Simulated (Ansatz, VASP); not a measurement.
Ga2Ge3O: VASP beside Ansatz

```
CELL_PARAMETERS angstrom
5.02303 0.00000 0.00000
0.00000 5.02303 0.00000
0.00000 0.00000 4.98040
ATOMIC_POSITIONS crystal
Ga 0.50000 0.00000 0.00000
Ga 0.00000 0.50000 0.00000
Ge 0.50000 0.00000 0.50000
Ge 0.00000 0.50000 0.50000
Ge 0.00000 0.00000 0.50000
O 0.00000 0.00000 0.00000
```

Alike in both runs: task relaxation of cell and atoms; functional PBE; k mesh 4 × 4 × 4; occupations gaussian, width 0.1 eV; no spin polarisation.

```csv
,VASP,Ansatz
version,VASP 6.6.1,Ansatz 0.2.0
potentials or method,"VASP PAW PBE potentials, release 64 (Ga_d, Ge_d, O), cutoff 600 eV","scalar-relativistic, plane waves, PAW"
valence electrons in the cell,74,74
```

Ansatz gave:

```
gap on the k mesh at the Fermi level, each at its own relaxed structure (eV) : none
relaxed volume (Å³/atom)                                                     : 20.66
relaxed cell length with the largest relative difference (Å)                 : 4.885
```

Task: Which values does VASP return?

Result: gap on the k mesh at the Fermi level, each at its own relaxed structure (eV): none; relaxed volume (Å³/atom): 20.64; relaxed cell length with the largest relative difference (Å): 4.897.

A gap of «none» marks a metal or a gap that the smearing closes.
